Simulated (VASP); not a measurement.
Input of a VASP 6.6.1 run:

POSCAR

```
BiTe
1.0
    0.0000000000      3.1703000000      3.2350000000
    3.1703000000      0.0000000000      3.2350000000
    3.1703000000      3.1703000000      0.0000000000
Bi Te
1 1
Direct
    0.0000000000      0.0000000000      0.0000000000
    0.5000000000      0.5000000000      0.5000000000
```

The input INCAR.step1:

```
SYSTEM = BiTe
PREC = Accurate
ENCUT = 520
ISMEAR = 0
SIGMA = 0.15
LREAL = .FALSE.
LASPH = .TRUE.
NELM = 80
NBANDS = 18
GGA = PE
ALGO = Normal
EDIFF = 1E-4
LWAVE = .TRUE.
LCHARG = .FALSE.
```

The input INCAR.step2:

```
SYSTEM = BiTe
PREC = Accurate
ENCUT = 520
EDIFF = 1E-7
ISMEAR = 0
SIGMA = 0.15
LREAL = .FALSE.
LASPH = .TRUE.
NELM = 80
ALGO = Normal
ISIF = 2
LWAVE = .FALSE.
LCHARG = .FALSE.
METAGGA = R2SCAN
LMIXTAU = .TRUE.
NBANDS = 18
ISTART = 1
```

The input KPOINTS:

```
regular mesh
0
G
  14 14 14
  0 0 0
```

Potentials or basis: VASP PAW PBE potentials, release 64 (Bi_d, Te).

Command:

```bash
$ cat potpaw_PBE.64/Bi_d/POTCAR potpaw_PBE.64/Te/POTCAR > POTCAR
$ cp INCAR.step1 INCAR
$ mpirun -np 1 vasp_std > vasp.out
$ cp INCAR.step2 INCAR
$ mpirun -np 1 vasp_std > vasp.out
```

What does it give for the band gap on the k mesh?

Zero (an odd number of electrons rules out a gap without spin polarisation).

What does it give for the pressure?

2.3 GPa.

Stress tensor (GPa, compression positive):
```
2.87 0.00 0.00
0.00 2.87 0.00
0.00 0.00 1.01
```

Caveat: the cell differs from its parent crystal (strain -0.0200 x Voigt [1, 1, 0, 0, 0, 0]); the PAW data sets were made with another functional, which shifts forces and pressure a little; spin-orbit coupling is left out, which moves the levels of the heavy elements.
